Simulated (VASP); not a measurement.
# B5O (P1) in VASP: a series of runs

B5O is run at these levels: PBE; tasks: relaxation of cell and atoms, single point.

All numbers are computed with VASP 6.6.1; they aren't measurements. Logs are shortened: lines on timing, memory, paths and dates and some standing lists are left out, and cuts for length are marked.

## (1) The cell of the first run

The typed cell holds 12 atoms: a = 4.409 Å, b = 4.434 Å, c = 5.714 Å, α = 110.12°, β = 95.82°, γ = 95.23°.

## (2) Relaxation of cell and atoms, PBE

File INCAR:

```
SYSTEM = B5O
PREC = Accurate ; ENCUT = 600
EDIFF = 1E-6 ; ISMEAR = 0
SIGMA = 0.1 ; LREAL = .False.
LASPH = .True. ; NELM = 100
ALGO = Normal ; ISIF = 3
LWAVE = .False. ; LCHARG = .False.
GGA = PE ; IBRION = 2
NSW = 90 ; EDIFFG = -0.04
```

File KPOINTS:

```
Automatic mesh
0
Gamma
  4 4 4
  0 0 0
```

File POSCAR:

```
B5O
1.0
    0.8208470339     -4.3317210282      0.0651582324
   -4.4131790277     -0.4235321984      0.0921763403
    1.7821558306      0.8463880759     -5.3628580258
B O
10 2
Direct
    0.4872783269      0.7663517094      0.9056593516
    0.2995815912      0.6583224665      0.3489375147
    0.5836001209      0.1962201436      0.5054360758
    0.4408124576      0.5522971800      0.0804802984
    0.3453642371      0.9627325766      0.1941465785
    0.5613968043      0.0095671811      0.7345129652
    0.6073036489      0.3987577447      0.3025480022
    0.3809178624      0.3609980161      0.7771959673
    0.9779471972      0.3678227708      0.2599970870
    0.4458143763      0.5773657533      0.5947577620
    0.8283298474      0.0935676123      0.6381674554
    0.0416535297      0.0559968457      0.1581609420
```

Potentials or basis: VASP PAW PBE potentials, release 64 (B, O).

Command:

```
$ cat potpaw_PBE.64/B/POTCAR potpaw_PBE.64/O/POTCAR > POTCAR
$ mpirun -np 1 vasp_std > vasp.out
```

OUTCAR:

```text
SYSTEM = B5O
   PREC = Accurate
   ENCUT = 600
   EDIFF = 1E-6
   ISMEAR = 0
   LREAL = .False.
   LASPH = .True.
   NELM = 100
   ISIF = 3
   GGA = PE
   IBRION = 2
   NSW = 90
   EDIFFG = -0.04

 ion  position               nearest neighbor table
   1  0.487  0.766  0.906-   4 1.61  10 1.67   8 1.69   6 1.72   5 1.79
   2  0.300  0.658  0.349-   4 1.65  10 1.65   9 1.73   7 1.84   5 1.86
   3  0.584  0.196  0.505-  11 1.45   7 1.70  10 1.77   6 1.78   8 1.83   5 1.87
   4  0.441  0.552  0.080-   1 1.61   8 1.63   2 1.65   7 1.76   5 1.81
   5  0.345  0.963  0.194-  12 1.45   1 1.79   4 1.81   2 1.86   3 1.87   7 2.02
   6  0.561  0.010  0.735-  11 1.42   1 1.72   8 1.77   3 1.78  10 1.80
   7  0.607  0.399  0.303-   9 1.69   3 1.70   4 1.76  10 1.83   2 1.84   5 2.02
   8  0.381  0.361  0.777-   4 1.63  10 1.67   1 1.69   6 1.77   3 1.83
   9  0.978  0.368  0.260-  12 1.37   7 1.69   2 1.73
  10  0.446  0.577  0.595-   2 1.65   1 1.67   8 1.67   3 1.77   6 1.80   7 1.83
  11  0.828  0.094  0.638-   6 1.42   3 1.45
  12  0.042  0.056  0.158-   9 1.37   5 1.45

  LATTYP: Found a triclinic cell.
 ALAT       =     8.7428658374
 B/A-ratio  =     0.5072036804
 C/A-ratio  =     1.2585338012
 COS(alpha) =     0.0091522217
 COS(beta)  =     0.5709791668
 COS(gamma) =     0.7895456141

  Lattice vectors:

 A1 = (   7.0442022248,   0.0006763209,   5.1785053452)
 A2 = (   4.4131790277,   0.4235321984,  -0.0921763403)
 A3 = (   0.0280203326,   3.0624770748,  10.5683814789)

Analysis of symmetry for initial positions (statically):
=====================================================================
 Subroutine PRICEL returns:
 Original cell was already a primitive cell.

 Routine SETGRP: Setting up the symmetry group for a
 triclinic supercell.

 Subroutine GETGRP returns: Found  1 space group operations
 (whereof  1 operations were pure point group operations)
 out of a pool of  2 trial point group operations.

The static configuration has the point symmetry C_1 .

Analysis of symmetry for dynamics (positions and initial velocities):
=====================================================================
 Subroutine PRICEL returns:
 Original cell was already a primitive cell.

 Routine SETGRP: Setting up the symmetry group for a
 triclinic supercell.

[... 135 lines left out ...]
   NELECT =      42.0000    total number of electrons
   NUPDOWN=      -1.0000    fix difference up-down
   EMIN   =  10.00;   EMAX   =-10.00  energy-range for DOS
   EFERMI =   0.00;   METHOD = LEGACY
   ISMEAR =     0;   SIGMA  =   0.10  broadening in eV -4-tet -1-fermi 0-gaus
   EFERMI_NEDOS =   21; number of points for ismear=-14 and -15
   IALGO  =     38    algorithm
   IMIX   =      4    mixing-type and parameters
     AMIX     =   0.40;   BMIX     =  1.00
     AMIX_MAG =   1.60;   BMIX_MAG =  1.00
  volume/ion in A,a.u.               =       8.62        58.16
  Fermi-wavevector in a.u.,A,eV,Ry     =   1.212358  2.291024 19.997991  1.469811
  Thomas-Fermi vector in A             =   2.347844
   LORBIT       =      0    0 simple, 1 ext, 2 COOP (PROOUT), +10 PAW based schemes
   GGA     = PE    functional components
   LHFCALC =     F    Hartree Fock is set to
   AEXX    =    0.0000 exact exchange contribution
   IVDW    =     0    specifies the selected vdW correction
   LEPSILON=     F    determine dielectric tensor
   LRPA    =     F    only Hartree local field effects (RPA)
 conjugate gradient relaxation of ions
 non-spin polarized calculation
 Gauss-broadening in eV      SIGMA  =   0.10
  energy-cutoff  :      600.00
  volume of cell :      103.41
 maximum number of plane-waves:      3467
   NGX = 17   NGY = 17   NGZ = 23

--------------------------------------- Ionic step        1  -------------------------------------------

 number of electron      41.9999999 magnetization

 Free energy of the ion-electron system (eV)
  ---------------------------------------------------
  ext. energy  EPLUGINS =         0.00000000
  ---------------------------------------------------
  free energy    TOTEN  =       -79.25187474 eV

  energy without entropy =      -79.25183178  energy(sigma->0) =      -79.25185326

------------------------ aborting loop because EDIFF is reached ----------------------------------------

  FORCE on cell =-STRESS in cart. coord.  units (eV):
  Direction    XX          YY          ZZ          XY          YZ          ZX
  --------------------------------------------------------------------------------------
  -------------------------------------------------------------------------------------
  Total        0.9429546      2.0420777      3.3120162      0.7591779     -0.5969617     -0.6921255
  in kB       14.6089757     31.6374348     51.3122960     11.7617665     -9.2485886    -10.7229388
  external PRESSURE =      32.5195688 kB  Pullay stress =       0.0000000 kB
[... 119 lines left out ...]
  FREE ENERGIE OF THE ION-ELECTRON SYSTEM (eV)
  ---------------------------------------------------
  free  energy   TOTEN  =       -79.3021690605 eV

  energy  without entropy=      -79.3021594749  energy(sigma->0) =      -79.30216427

[... ionic steps 4 to 17 ...]

--------------------------------------- Ionic step       18  -------------------------------------------

 number of electron      42.0000000 magnetization

------------------------ aborting loop because EDIFF is reached ----------------------------------------
[... 87 lines left out ...]
--------------------------------------- Ionic step       20  -------------------------------------------

 number of electron      41.9999999 magnetization

 Free energy of the ion-electron system (eV)
  ---------------------------------------------------
  ext. energy  EPLUGINS =         0.00000000
  ---------------------------------------------------
  free energy    TOTEN  =       -79.36090059 eV

  energy without entropy =      -79.36090028  energy(sigma->0) =      -79.36090043

 E-fermi :   4.2064     XC(G=0): -10.2911

 val. band max:        3.9004512801   @ k =   0.0000   0.5000   0.2500
 cond. band min:       4.5139837869   @ k =   0.2500   0.2500   0.2500
 fundamental gap:      0.6135325068
 Fermi energy:         4.2063551282

 k-point     1 :       0.0000    0.0000    0.0000
  band No.  band energies     occupation
      1     -17.5260      2.00000
      2     -17.0078      2.00000
      3     -10.1446      2.00000
      4      -7.6284      2.00000
      5      -7.0112      2.00000
      6      -5.6630      2.00000
[... 733 lines left out ...]
     27       8.6212      0.00000
     28       9.2524      0.00000

 [... further k-points ...]
[... 5 lines left out ...]
  --------------------------------------------------------------------------------------
  -------------------------------------------------------------------------------------
  Total        0.0678333     -0.0625789     -0.0601135      0.0276414      0.0479819     -0.0073676
  in kB        1.0104903     -0.9322163     -0.8954898      0.4117643      0.7147708     -0.1097528
  external PRESSURE =      -0.2724053 kB  Pullay stress =       0.0000000 kB
[... 27 lines left out ...]
  FREE ENERGIE OF THE ION-ELECTRON SYSTEM (eV)
  ---------------------------------------------------
  free  energy   TOTEN  =       -79.3609005891 eV

  energy  without entropy=      -79.3609002779  energy(sigma->0) =      -79.36090043

 reached required accuracy - stopping structural energy minimisation
```

OSZICAR:

```text
N       E                     dE             d eps       ncg     rms          rms(c)
DAV:   1     0.174922278241E+03    0.17492E+03   -0.22713E+04  2016   0.154E+03
DAV:   2    -0.709455134047E+02   -0.24587E+03   -0.23911E+03  2544   0.295E+02
DAV:   3    -0.841810857431E+02   -0.13236E+02   -0.13094E+02  2584   0.670E+01
[... 160 lines left out ...]
DAV:   1    -0.793608860458E+02   -0.37534E-03   -0.91039E-02  2016   0.197E+00    0.885E-02
DAV:   2    -0.793609435540E+02   -0.57508E-04   -0.22553E-03  2592   0.299E-01    0.470E-02
DAV:   3    -0.793609059757E+02    0.37578E-04   -0.91414E-05  2572   0.656E-02    0.212E-02
DAV:   4    -0.793609006530E+02    0.53227E-05   -0.26704E-05  2512   0.338E-02    0.598E-03
DAV:   5    -0.793609005891E+02    0.63899E-07   -0.40693E-06  2228   0.138E-02
  20 F= -.79360901E+02 E0= -.79360900E+02  d E =-.389605E-03
```

Wall time 20 min (1 thread of Intel Xeon Platinum 8488C (Sapphire Rapids), shared host); peak memory 0.29 GiB.

Results:

| Quantity | Value |
| --- | --- |
| Free energy | -79.3609 eV |
| Relaxed volume | 8.96 Å³/atom |
| Relaxed cell | a = 4.485 Å, b = 4.464 Å, c = 5.785 Å, α = 110.27°, β = 95.46°, γ = 93.72° |
| Space group after relaxing (to 0.05 Å) | P1 (No. 1) |
| Energy gained by relaxing | 9.1 meV/atom |
| Ionic steps | 20 |
| Pressure after relaxing | 0.0 GPa |
| Largest force after relaxing | 0.039 eV/Å |
| Band gap on the k mesh | 0.61 eV, indirect (least direct gap 0.98 eV) |

Forces on the atoms (eV/Å):
```
B   -0.006 -0.006  0.002
B   -0.009 -0.021 -0.020
B    0.008  0.010 -0.015
B    0.017  0.009 -0.027
B   -0.016 -0.011  0.015
B    0.000 -0.009  0.022
B    0.013 -0.020  0.004
B    0.012  0.016  0.003
B   -0.020  0.010 -0.026
B    0.009  0.010  0.022
O   -0.030  0.025  0.008
O    0.022 -0.012  0.013
```

Step by step:
```csv
step,energy change (eV),largest force (eV/Å),pressure (GPa),volume (Å³)
1,0.0000,0.6468,3.25,103.41
2,-0.0432,0.8089,-1.49,106.05
3,-0.0503,0.6178,-0.25,105.32
4,-0.0670,0.5731,0.21,106.06
5,-0.0692,0.3379,0.08,105.87
6,-0.0845,0.2194,-0.13,106.33
7,-0.0849,0.2625,-0.19,106.42
8,-0.0965,0.1262,0.38,106.64
9,-0.0969,0.1548,0.48,106.68
10,-0.1015,0.1995,-0.15,107.15
11,-0.1015,0.1973,-0.15,107.14
12,-0.1046,0.1686,-0.03,107.38
13,-0.1047,0.1353,-0.04,107.35
14,-0.1066,0.1049,-0.02,107.43
15,-0.1066,0.1139,-0.01,107.44
16,-0.1079,0.0640,0.00,107.49
17,-0.1080,0.0721,0.01,107.49
18,-0.1086,0.0624,0.00,107.53
19,-0.1086,0.0609,0.01,107.53
20,-0.1090,0.0394,-0.03,107.55
```

Final structure:
```
CELL_PARAMETERS angstrom
0.77404 -4.41724 0.02829
-4.43670 -0.48307 0.09589
1.80725 0.84090 -5.43070
ATOMIC_POSITIONS crystal
B 0.48383 0.76480 0.90435
B 0.29613 0.65725 0.34904
B 0.59198 0.20096 0.50241
B 0.44294 0.55481 0.08148
B 0.35405 0.96635 0.19938
B 0.54310 0.00028 0.71974
B 0.60636 0.39607 0.30405
B 0.38346 0.36751 0.77851
B 0.98277 0.37213 0.26822
B 0.44683 0.57900 0.59308
O 0.81437 0.07668 0.62657
O 0.05418 0.06416 0.17317
```

## (3) Single point, PBE

This run uses another cell than the first one, of 7.94 Å³/atom, 0.922 times its volume.

File INCAR:

```
SYSTEM = B5O
PREC = Accurate
ENCUT = 520
EDIFF = 1E-7
ISMEAR = 0
SIGMA = 0.1
LREAL = .False.
LASPH = .True.
NELM = 100
ALGO = Normal
ISIF = 2
LWAVE = .False.
LCHARG = .False.
GGA = PE
NBANDS = 33
```

File KPOINTS:

```
regular mesh
0
Gamma
  4 4 4
  0 0 0
```

File POSCAR:

```
B5O
1.0
    4.2532314500      0.0000000000      0.0000000000
   -1.1871648183      4.1270025399      0.0000000000
   -1.5532313507     -0.5306211865      5.4297886662
B O
10 2
Direct
    0.2491061485      0.5197150724      0.0592162786
    0.3107967933      0.7385276498      0.6182215220
    0.8497183977      0.4703575011      0.5014678067
    0.5622727376      0.3652950911      0.9578754165
    0.0426423550      0.6992436267      0.8130014846
    0.9205226902      0.3685037991      0.2057404857
    0.5676831435      0.4529966538      0.6731781030
    0.6458065277      0.5956955071      0.2118789854
    0.6257573162      0.0392852603      0.8155870534
    0.3908127545      0.5991836873      0.3729431094
    0.8908082224      0.1704742566      0.4053485181
    0.9440729134      0.9807218947      0.8655412364
```

Potentials or basis: VASP PAW PBE potentials, release 64 (B, O).

Command:

```
$ cat potpaw_PBE.64/B/POTCAR potpaw_PBE.64/O/POTCAR > POTCAR
$ mpirun -np 1 vasp_std > vasp.out
```

It took 1.9 min on 1 thread of Intel Xeon Platinum 8488C (Sapphire Rapids), shared host; peak memory 0.23 GiB.

Results (log left out):

* Free energy: -77.0781 eV
* Pressure: 6.2 GPa
* Largest force: 0.866 eV/Å
* Band gap on the k mesh: zero (band 21 reaches 5.34 eV, above the bottom of band 22 at 4.72 eV)

Forces on the atoms (eV/Å):
```
B   -0.115  0.010 -0.039
B    0.105 -0.078  0.043
B   -0.205  0.045  0.266
B   -0.101  0.158  0.079
B   -0.053 -0.027 -0.144
B    0.050 -0.241  0.066
B   -0.014 -0.163 -0.045
B    0.733  0.061 -0.457
B   -0.067 -0.159 -0.127
B   -0.509 -0.167  0.600
O    0.149  0.304 -0.251
O    0.027  0.260  0.008
```

Stress tensor (GPa, compression positive):
```
 9.12  6.84 -4.38
 6.84  8.30 -1.40
-4.38 -1.40  1.04
```

Levels at points of the mesh, in eV from the Fermi level:
| k point | band 17 | band 18 | band 19 | band 20 | band 21 | band 22 | band 23 | band 24 | band 25 | band 26 |
| --- | --- | --- | --- | --- | --- | --- | --- | --- | --- | --- |
| (0.00, 0.00, 0.00) | -3.30 | -2.57 | -1.60 | -1.20 | -0.40 | -0.04 | 1.24 | 2.40 | 3.44 | 4.42 |
| (0.50, 0.00, 0.00) | -3.00 | -2.52 | -2.03 | -1.90 | -0.80 | 0.92 | 2.11 | 3.39 | 3.96 | 4.41 |
| (0.00, 0.50, 0.00) | -2.99 | -2.52 | -2.19 | -1.90 | 0.00 | 0.54 | 1.71 | 2.66 | 3.47 | 4.28 |
| (0.50, 0.50, 0.00) | -2.82 | -2.37 | -1.78 | -1.07 | 0.18 | 1.52 | 2.40 | 3.29 | 4.04 | 4.22 |
| (0.00, 0.00, 0.50) | -3.83 | -3.16 | -2.36 | -1.27 | -0.81 | 0.06 | 2.04 | 2.07 | 4.15 | 5.10 |
| (0.50, 0.00, 0.50) | -3.17 | -2.56 | -2.51 | -1.44 | -0.59 | -0.04 | 1.51 | 3.19 | 4.31 | 4.54 |
| (0.00, 0.50, 0.50) | -3.17 | -2.36 | -1.97 | -1.65 | -1.05 | 0.47 | 0.90 | 2.24 | 3.62 | 5.34 |
| (0.50, 0.50, 0.50) | -2.82 | -1.90 | -1.77 | -1.04 | -0.16 | 0.95 | 1.65 | 3.16 | 4.43 | 4.76 |

Caveat: the k points lie up to 0.40 Å⁻¹ apart.
